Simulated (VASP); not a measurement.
Here is a VASP 6.6.1 calculation.

File INCAR:

```
SYSTEM = PbS
PREC     = Accurate       ! precision mode
ENCUT    = 520            ! plane-wave cutoff, eV
EDIFF    = 1E-8           ! SCF threshold, eV
ISMEAR   = -1             ! smearing method
SIGMA    = 0.01           ! smearing width, eV
LREAL    = .False.        ! projectors in reciprocal space
LASPH    = .True.         ! aspherical terms in the spheres
NELM     = 60             ! most SCF steps
ALGO     = Normal         ! electronic algorithm
ISIF     = 2              ! what is computed and relaxed
LWAVE    = .False.        ! write WAVECAR
LCHARG   = .False.        ! write CHGCAR
GGA      = PE             ! functional
LEFG     = .True.       
NBANDS   = 28             ! bands
```

Contents of KPOINTS:

```
regular mesh
0
Gamma
  7 7 3
  0 0 0
```

The input POSCAR:

```
PbS
1.0
    2.9840000000     -2.9441075000     -0.0006075000
    2.8970000000      2.8558925000     -0.0876075000
   -1.2556893500     -0.1594386000     11.7254907500
Pb S
2 2
Direct
    0.7756000000      0.7756000000      0.6363800000
    0.2244000000      0.2244000000      0.3636200000
    0.2684000000      0.2684000000      0.5986000000
    0.7316000000      0.7316000000      0.4014000000
```

Potentials or basis: VASP PAW PBE potentials, release 64 (Pb_d, S).

Launch:

```console
$ cat potpaw_PBE.64/Pb_d/POTCAR potpaw_PBE.64/S/POTCAR > POTCAR
$ mpirun -np 1 vasp_std > vasp.out
```

Problem. Predict the largest force.

Solution. 0.408 eV/Å.

Problem. What does it give for the band gap on the k mesh?

Solution. 1.24 eV (least direct gap 1.27 eV).

Electric field gradients, principal values (V/Å²):
| atom | least | middle | greatest (by size) |
| --- | --- | --- | --- |
| 1 Pb | 37.714 | 95.241 | -132.955 |
| 2 Pb | 37.714 | 95.241 | -132.955 |
| 3 S | 4.789 | 5.286 | -10.075 |
| 4 S | 4.789 | 5.286 | -10.075 |

Caveat: the cell differs from its parent crystal (equal xy, yz and zx shear strains of -3 %); without QUAD_EFG the Cq values of the log hold for a quadrupole moment of 1 mb, not for the nuclei; spin-orbit coupling is left out, which moves the levels of the heavy elements.
